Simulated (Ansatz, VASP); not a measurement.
## HgTe in VASP and in Ansatz

```
CELL_PARAMETERS angstrom
-3.00444 3.00444 1.53833
3.00444 -3.00444 1.53833
3.00444 3.00444 -1.53833
ATOMIC_POSITIONS crystal
Hg 0.25000 0.75000 0.50000
Te 0.00000 0.00000 0.00000
```

Alike in both runs: task single point; functional LDA; k mesh 8 × 8 × 8; occupations fermi-dirac, width 0.1 eV; no spin polarisation.

|  | VASP | Ansatz |
| --- | --- | --- |
| version | VASP 6.6.1 | Ansatz 0.2.0 |
| potentials or method | VASP PAW LDA potentials, release 64 (Hg, Te), cutoff 520 eV | plane waves, PAW |
| valence electrons in the cell | 18 | 36 |

|  | VASP | Ansatz | Ansatz less VASP |
| --- | --- | --- | --- |
| pressure (GPa) | -3.5 | -3.7 | -0.24 |
| traceless stress, the component that is largest in VASP (GPa) | 0.91 | 0.89 | -0.021 |

LDA's correlation is that of Perdew and Zunger in VASP and of Perdew and Wang (1992) in Ansatz. VASP's potentials hold 18 valence electrons a cell and Ansatz's 36, so a difference there can come from the potentials and not from the codes.

Neither program's run includes spin-orbit coupling.
